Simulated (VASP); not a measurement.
Input of a VASP 6.6.1 run:

File INCAR:

```
PREC = Accurate
ENCUT = 520
EDIFF = 1E-7
ISMEAR = -1
SIGMA = 0.1
LREAL = False
LASPH = True
NELM = 100
ALGO = Normal
ISIF = 2
LWAVE = False
LCHARG = False
GGA = CA
NBANDS = 10
```

File KPOINTS:

```
regular mesh
0
Gamma
  18 18 12
```

POSCAR

```
Al
1.0
   -3.3787595401      2.9603896279      1.4046202230
    2.9603896279     -3.3787595401      1.4046202230
    2.4551834146      2.4551834146     -2.1708654833
Al
2
Direct
    0.9895142962      0.0104857038      0.0000000000
    0.7604857038      0.2395142962      0.5000000000
```

Potentials or basis: VASP PAW LDA potentials, release 64 (Al).

Command:

```console
$ cat potpaw_LDA.64/Al/POTCAR > POTCAR
$ mpirun -np 1 vasp_std > vasp.out
```

Predict the band gap on the k mesh.

zero (bands 3 and 4 overlap by 9.01 eV).

Estimate the pressure.

-6.8 GPa.

What does it give for the largest force?

0.039 eV/Å.

Stress tensor (GPa, compression positive):
```
-6.85  0.31  0.03
 0.31 -6.85  0.03
 0.03  0.03 -6.70
```

Caveat: the cell stands under tension.
